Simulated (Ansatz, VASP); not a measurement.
## Al2BN3 in VASP and in Ansatz

```
Al B N
1.0
     2.78156    0.00000    0.00000
     0.00000    2.78156    0.00000
     0.00000    0.00000    7.64883
Al B N
2 1 3
Cartesian
  1.3908 1.3908 5.5887
  1.3908 1.3908 2.0601
  0.0000 0.0000 0.0000
  0.0000 0.0000 6.2342
  0.0000 0.0000 1.4146
  1.3908 1.3908 3.8244
```

Change from the starting cell: species swapped into the Er2Mg3Ru type (P4/mmm, No. 123).

Alike in both runs: functional PBE; k mesh 14 × 14 × 6; occupations gaussian, width 0.1 eV; no spin polarisation.

Ansatz relaxed the structure, and its values are those at the end. VASP's run is a single point on that final structure, the one shown.

|  | VASP | Ansatz |
| --- | --- | --- |
| version | VASP 6.6.1 | Ansatz 0.2.0 |
| potentials or method | VASP PAW PBE potentials, release 64 (Al, B, N), cutoff 520 eV | scalar-relativistic, plane waves, PAW |
| valence electrons in the cell | 24 | 24 |

Ansatz gave:

* gap on the k mesh at the Fermi level (eV): none
* pressure (GPa): 0.0
* rms of the force components (eV/Å): 0.000

Problem. Estimate VASP's values.

Solution. gap on the k mesh at the Fermi level (eV): none; pressure (GPa): -0.2; rms of the force components (eV/Å): 0.010.

A gap of «none» marks a metal or a gap that the smearing closes. The functional is the same, so the differences come from potentials, cutoffs and numerics.
